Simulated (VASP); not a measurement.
# MgO (Fm-3m) in VASP: single point with PBE

Aim: the single point of MgO with PBE.

Program: VASP 6.6.1. These are calculated values, not measurements. Logs are shortened: lines on timing, memory, paths and dates and some standing lists are left out, and cuts for length are marked.

**1. The cell of the first run**

The structure is cubic, space group Fm-3m (No. 225). The conventional cell has a = 4.282 Å, b = 4.282 Å, c = 4.282 Å, α = 90.00°, β = 90.00°, γ = 90.00°. Mg (site symmetry m-3m) has 6 O at 2.14 Å within 2.8 Å. Within 2.8 Å of O (site symmetry m-3m) lie 6 Mg at 2.14 Å.

**2. Single point, PBE**

File INCAR:

```
SYSTEM = MgO
PREC     = Accurate       ! precision mode
ENCUT    = 600            ! plane-wave cutoff, eV
EDIFF    = 1E-6           ! SCF threshold, eV
ISMEAR   = -1             ! smearing method
SIGMA    = 5E-4           ! smearing width, eV
LREAL    = .FALSE.        ! projectors in reciprocal space
LASPH    = .TRUE.         ! aspherical terms in the spheres
NELM     = 120            ! most SCF steps
ALGO     = Normal         ! electronic algorithm
ISIF     = 2              ! what is computed and relaxed
LWAVE    = .FALSE.        ! write WAVECAR
LCHARG   = .FALSE.        ! write CHGCAR
GGA      = PE             ! functional
NBANDS   = 11             ! bands
GGA_COMPAT= .FALSE.
```

File KPOINTS:

```
regular mesh
0
G
  9 9 9
  0 0 0
```

File POSCAR:

```
MgO
1.0
    0.0000000000      2.1410000000      2.1410000000
    2.1410000000      0.0000000000      2.1410000000
    2.1410000000      2.1410000000      0.0000000000
Mg O
1 1
Direct
    0.0000000000      0.0000000000      0.0000000000
    0.5000000000      0.5000000000      0.5000000000
```

Potentials or basis: VASP PAW PBE potentials, release 64 (Mg, O).

Run with:

```sh
$ cat potpaw_PBE.64/Mg/POTCAR potpaw_PBE.64/O/POTCAR > POTCAR
$ mpirun -np 1 vasp_std > vasp.out
```

OUTCAR:

```text
SYSTEM = MgO
   PREC = Accurate
   ENCUT = 600
   EDIFF = 1E-6
   ISMEAR = -1
   LREAL = .FALSE.
   LASPH = .TRUE.
   NELM = 120
   ISIF = 2
   GGA = PE

 ion  position               nearest neighbor table
   1  0.000  0.000  0.000-   2 2.14   2 2.14   2 2.14   2 2.14   2 2.14   2 2.14
   2  0.500  0.500  0.500-   1 2.14   1 2.14   1 2.14   1 2.14   1 2.14   1 2.14

  LATTYP: Found a face centered cubic cell.
 ALAT       =     4.2820000000

  Lattice vectors:

 A1 = (   0.0000000000,   2.1410000000,   2.1410000000)
 A2 = (   2.1410000000,   0.0000000000,   2.1410000000)
 A3 = (   2.1410000000,   2.1410000000,   0.0000000000)

Analysis of symmetry for initial positions (statically):
=====================================================================
 Subroutine PRICEL returns:
 Original cell was already a primitive cell.

 Routine SETGRP: Setting up the symmetry group for a
 face centered cubic supercell.

 Subroutine GETGRP returns: Found 48 space group operations
 (whereof 48 operations were pure point group operations)
 out of a pool of 48 trial point group operations.

The static configuration has the point symmetry O_h .

Analysis of symmetry for dynamics (positions and initial velocities):
=====================================================================
 Subroutine PRICEL returns:
 Original cell was already a primitive cell.

 Routine SETGRP: Setting up the symmetry group for a
 face centered cubic supercell.

 Subroutine GETGRP returns: Found 48 space group operations
 (whereof 48 operations were pure point group operations)
 out of a pool of 48 trial point group operations.

The dynamic configuration has the point symmetry O_h .

 Subroutine INISYM returns: Found 48 space group operations
 (whereof 48 operations are pure point group operations),
 and found     1 'primitive' translations

----------------------------------------------------------------------------------------

                                     Primitive cell

  volume of cell :      19.6282

  direct lattice vectors                    reciprocal lattice vectors
     0.000000000  2.141000000  2.141000000    -0.233535731  0.233535731  0.233535731
     2.141000000  0.000000000  2.141000000     0.233535731 -0.233535731  0.233535731
     2.141000000  2.141000000  0.000000000     0.233535731  0.233535731 -0.233535731

  length of vectors
     3.027831237  3.027831237  3.027831237     0.404495751  0.404495751  0.404495751

  position of ions in fractional coordinates (direct lattice)
     0.000000000  0.000000000  0.000000000
     0.500000000  0.500000000  0.500000000

  ion indices of the primitive-cell ions
   primitive index   ion index
                 1           1
                 2           2

----------------------------------------------------------------------------------------

 KPOINTS: regular mesh

Automatic generation of k-mesh.
 Grid dimensions read from file:
 generate k-points for:    9    9    9

 Generating k-lattice:

  Cartesian coordinates                     Fractional coordinates (reciprocal lattice)
    -0.025948415  0.025948415  0.025948415     0.111111111  0.000000000  0.000000000
     0.025948415 -0.025948415  0.025948415     0.000000000  0.111111111  0.000000000
     0.025948415  0.025948415 -0.025948415     0.000000000  0.000000000  0.111111111

  Length of vectors
     0.044943972  0.044943972  0.044943972

  Shift w.r.t. Gamma in fractional coordinates (k-lattice)
     0.000000000  0.000000000  0.000000000

 Subroutine IBZKPT returns following result:
 ===========================================

 Found     35 irreducible k-points:

 Following reciprocal coordinates:
            Coordinates               Weight
  0.000000  0.000000  0.000000      1.000000
  0.111111  0.000000  0.000000      8.000000
  0.222222  0.000000  0.000000      8.000000
  0.333333  0.000000  0.000000      8.000000
  0.444444  0.000000  0.000000      8.000000
  0.111111  0.111111  0.000000      6.000000
[... 16 lines left out ...]
 -0.333333  0.333333  0.000000     12.000000
  0.444444  0.444444  0.000000      6.000000
 [... further k-points ...]
   k-points           NKPTS =     35   k-points in BZ     NKDIM =     35   number of bands    NBANDS=     11
   number of dos      NEDOS =    301   number of ions     NIONS =      2
   total plane-waves  NPLWV =  13824
   dimension x,y,z NGX =    24 NGY =   24 NGZ =   24
   dimension x,y,z NGXF=    48 NGYF=   48 NGZF=   48
   ions per type =               1   1
   NGX,Y,Z   is equivalent  to a cutoff of  13.18, 13.18, 13.18 a.u.
   NGXF,Y,Z  is equivalent  to a cutoff of  26.35, 26.35, 26.35 a.u.
 SYSTEM =  MgO
   PREC   = accura    normal or accurate (medium, high low for compatibility)
   ISTART =      0    job   : 0-new  1-cont  2-samecut
   ICHARG =      2    charge: 1-file 2-atom 10-const
   ISPIN  =      1    spin polarized calculation?
   LNONCOLLINEAR =      F non collinear calculations
   LSORBIT =      F    spin-orbit coupling
   LASPH  =      T    aspherical Exc in radial PAW
   ENCUT  =  600.0 eV  44.10 Ry    6.64 a.u.   6.05  6.05  6.05*2*pi/ulx,y,z
   NELM   =    120;   NELMIN=  2; NELMDL= -5     # of ELM steps
   EDIFF  = 0.1E-05   stopping-criterion for ELM
   LREAL  =      F    real-space projection
   EDIFFG = 0.1E-04   stopping-criterion for IOM
   NSW    =      0    number of steps for IOM
   IBRION =     -1    ionic relax: 0-MD 1-quasi-New 2-CG
   NFREE  =      0    steps in history (QN), initial steepest desc. (CG)
   ISIF   =      2    stress and relaxation
   ISYM   =      2    0-nonsym 1-usesym 2-fastsym
   POTIM  = 0.5000    time-step for ionic-motion
   TEBEG  =    0.0;   TEEND  =   0.0 temperature during run
   PSTRESS=    0.0 pullay stress
   NELECT =       8.0000    total number of electrons
   NUPDOWN=      -1.0000    fix difference up-down
   EMIN   =  10.00;   EMAX   =-10.00  energy-range for DOS
   EFERMI =   0.00;   METHOD = LEGACY
   ISMEAR =    -1;   SIGMA  =   0.00  broadening in eV -4-tet -1-fermi 0-gaus
   EFERMI_NEDOS =   21; number of points for ismear=-14 and -15
   IALGO  =     38    algorithm
   IMIX   =      4    mixing-type and parameters
     AMIX     =   0.40;   BMIX     =  1.00
     AMIX_MAG =   1.60;   BMIX_MAG =  1.00
  volume/ion in A,a.u.               =       9.81        66.23
  Fermi-wavevector in a.u.,A,eV,Ry     =   1.213794  2.293737 20.045393  1.473295
  Thomas-Fermi vector in A             =   2.349234
   LORBIT       =      0    0 simple, 1 ext, 2 COOP (PROOUT), +10 PAW based schemes
   GGA     = PE    functional components
   LHFCALC =     F    Hartree Fock is set to
   AEXX    =    0.0000 exact exchange contribution
   IVDW    =     0    specifies the selected vdW correction
   LEPSILON=     F    determine dielectric tensor
   LRPA    =     F    only Hartree local field effects (RPA)
 non-spin polarized calculation
  energy-cutoff  :      600.00
  volume of cell :       19.63
 maximum number of plane-waves:       663
   NGX = 13   NGY = 13   NGZ = 13

 number of electron       8.0000001 magnetization

 Free energy of the ion-electron system (eV)
  ---------------------------------------------------
  ext. energy  EPLUGINS =         0.00000000
  ---------------------------------------------------
  free energy    TOTEN  =       -11.90996841 eV

  energy without entropy =      -11.90996841  energy(sigma->0) =      -11.90996841

 E-fermi :   2.9460     XC(G=0): -10.8470

 val. band max:        2.8242751573   @ k =   0.0000   0.0000   0.0000
 cond. band min:       7.0853351230   @ k =   0.0000   0.0000   0.0000
 fundamental gap:      4.2610599656
 Fermi energy:         2.9459833903

 k-point     1 :       0.0000    0.0000    0.0000
  band No.  band energies     occupation
      1     -14.1930      2.00000
      2       2.8243      2.00000
      3       2.8243      2.00000
      4       2.8243      2.00000
      5       7.0853      0.00000
      6      18.3449      0.00000
      7      18.3449      0.00000
      8      18.3449      0.00000
      9      22.1316      0.00000
     10      23.8517      0.00000
     11      23.8517      0.00000

 k-point     2 :       0.1111    0.0000    0.0000
  band No.  band energies     occupation
      1     -14.0742      2.00000
      2       2.0540      2.00000
      3       2.7486      2.00000
      4       2.7486      2.00000
      5       7.8437      0.00000
      6      16.9162      0.00000
      7      18.6125      0.00000
      8      18.6125      0.00000
      9      22.9348      0.00000
     10      22.9348      0.00000
     11      23.9007      0.00000

 k-point     3 :       0.2222    0.0000    0.0000
  band No.  band energies     occupation
      1     -13.7559      2.00000
      2       0.6152      2.00000
      3       2.5641      2.00000
      4       2.5641      2.00000
      5       9.1757      0.00000
      6      15.3344      0.00000
      7      19.0406      0.00000
      8      19.0406      0.00000
      9      22.3383      0.00000
     10      22.3383      0.00000
     11      24.1856      0.00000

 k-point     4 :       0.3333    0.0000    0.0000
  band No.  band energies     occupation
      1     -13.3576      2.00000
      2      -0.6955      2.00000
      3       2.3652      2.00000
      4       2.3652      2.00000
      5      10.1034      0.00000
      6      14.7288      0.00000
      7      18.9308      0.00000
      8      18.9308      0.00000
      9      23.1816      0.00000
     10      23.1816      0.00000
     11      23.4778      0.00000
[... 239 lines left out ...]
 k-point    22 :      -0.4444    0.3333    0.0000
  band No.  band energies     occupation
      1     -12.8045      2.00000
      2      -0.6720      2.00000
      3       0.5974      2.00000
      4       1.7323      2.00000
      5      12.5242      0.00000
      6      13.7543      0.00000
      7      15.0770      0.00000
      8      20.3046      0.00000
      9      20.5180      0.00000
     10      27.7496      0.00000
     11      28.9387      0.00000

 k-point    23 :      -0.3333    0.3333    0.0000
  band No.  band energies     occupation
      1     -12.8186      2.00000
      2      -0.2443      2.00000
      3      -0.0814      2.00000
      4       1.8887      2.00000
      5      12.8119      0.00000
      6      14.6322      0.00000
      7      14.7259      0.00000
      8      19.9480      0.00000
      9      21.0297      0.00000
     10      25.5003      0.00000
     11      29.4797      0.00000

 k-point    24 :       0.4444    0.4444    0.0000
  band No.  band energies     occupation
      1     -12.8334      2.00000
      2      -0.9956      2.00000
      3       1.5765      2.00000
      4       1.5765      2.00000
      5      11.9804      0.00000
      6      12.2441      0.00000
      7      15.4204      0.00000
      8      20.9756      0.00000
      9      20.9756      0.00000
     10      27.4132      0.00000
     11      28.6874      0.00000

 [... further k-points ...]
[... 5 lines left out ...]
  --------------------------------------------------------------------------------------
  -------------------------------------------------------------------------------------
  Total       -0.4722684     -0.4722684     -0.4722684     -0.0000000      0.0000000     -0.0000000
  in kB      -38.5495602    -38.5495602    -38.5495602     -0.0000000      0.0000000     -0.0000000
  external PRESSURE =     -38.5495602 kB  Pullay stress =       0.0000000 kB

 VOLUME and BASIS-vectors are now :
 -----------------------------------------------------------------------------
  energy-cutoff  :      600.00
  volume of cell :       19.63
      direct lattice vectors                 reciprocal lattice vectors
     0.000000000  2.141000000  2.141000000    -0.233535731  0.233535731  0.233535731
     2.141000000  0.000000000  2.141000000     0.233535731 -0.233535731  0.233535731
     2.141000000  2.141000000  0.000000000     0.233535731  0.233535731 -0.233535731

 POSITION                                       TOTAL-FORCE (eV/Angst)
 -----------------------------------------------------------------------------------
      0.00000      0.00000      0.00000         0.000000      0.000000      0.000000
      2.14100      2.14100      2.14100        -0.000000     -0.000000     -0.000000
 -----------------------------------------------------------------------------------
    total drift:                               -0.000000     -0.000000      0.000000

  FREE ENERGIE OF THE ION-ELECTRON SYSTEM (eV)
  ---------------------------------------------------
  free  energy   TOTEN  =       -11.9099684117 eV

  energy  without entropy=      -11.9099684117  energy(sigma->0) =      -11.90996841
```

Wall time 11 s (1 thread of Intel Xeon 8259CL, shared host); peak memory 0.14 GiB.

Results:

```
Free energy            : -11.9100 eV
Pressure               : -3.9 GPa
Band gap on the k mesh : 4.26 eV, direct
```

As with any semilocal functional, this PBE gap is likely too small.
